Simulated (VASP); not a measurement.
A run of VASP 6.6.1:

INCAR

```
ALGO = Normal ; EDIFF = 1E-6
ENCUT = 520 ; GGA = PE
ISIF = 2 ; ISMEAR = 0
IVDW = 12 ; LASPH = T
LCHARG = F ; LREAL = F
LWAVE = F ; NBANDS = 21
NELM = 80 ; PREC = Accurate
SIGMA = 0.05
```

The input KPOINTS:

```
k-points
0
Gamma
  8 8 8
```

File POSCAR:

```
PbF2
1.0
    0.0000000000      2.8807545000      2.9698500000
    2.8807545000      0.0000000000      2.9698500000
    2.8807545000      2.8807545000      0.0000000000
Pb F
1 2
Direct
    0.0000000000      0.0000000000      0.0000000000
    0.2500000000      0.2500000000      0.2500000000
    0.7500000000      0.7500000000      0.7500000000
```

Potentials or basis: VASP PAW PBE potentials, release 64 (Pb_d, F).

Launch:

```console
$ cat potpaw_PBE.64/Pb_d/POTCAR potpaw_PBE.64/F/POTCAR > POTCAR
$ mpirun -np 1 vasp_std > vasp.out
```

Hardware: 1 thread of Intel(R) Xeon(R) Platinum 8559C (Emerald Rapids) (shared host).

Task: Estimate the wall time of this run.

Result: Run time: 34 s on 1 thread of Intel(R) Xeon(R) Platinum 8559C (Emerald Rapids), on a shared host, peak memory 0.22 GiB. Counts: scf iterations 13, k points 59.
